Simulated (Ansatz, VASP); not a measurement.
## BAs in VASP and in Ansatz

```
B As
1.0
     0.00000    2.35599    2.35599
     2.35599    0.00000    2.35599
     2.35599    2.35599    0.00000
B As
1 1
Direct
  0.00000 0.00000 0.00000
  0.25000 0.25000 0.25000
```

Change from the starting cell: volume scaled by 0.9405, PAW files.

Alike in both runs: task electric field gradients; functional PBE; k mesh 15 × 15 × 15; occupations fermi-dirac, width 0.08 eV; no spin polarisation.

```csv
,VASP,Ansatz
version,VASP 6.6.1,Ansatz 0.2.0
potentials or method,"VASP PAW PBE potentials, release 64 (B, As)","PAW with Ansatz's default frozen-core files, scalar-relativistic"
plane-wave cutoff (eV),520,420
valence electrons in the cell,8,18
```

Ansatz gave:

* pressure (GPa): 9.1

**Question.** Estimate VASP's values.

**Answer.** Pressure (GPa): 10.0.

The functional is the same, so the differences come from potentials, cutoffs and numerics. VASP's potentials hold 8 valence electrons a cell and Ansatz's 18, so a difference there can come from the potentials and not from the codes.
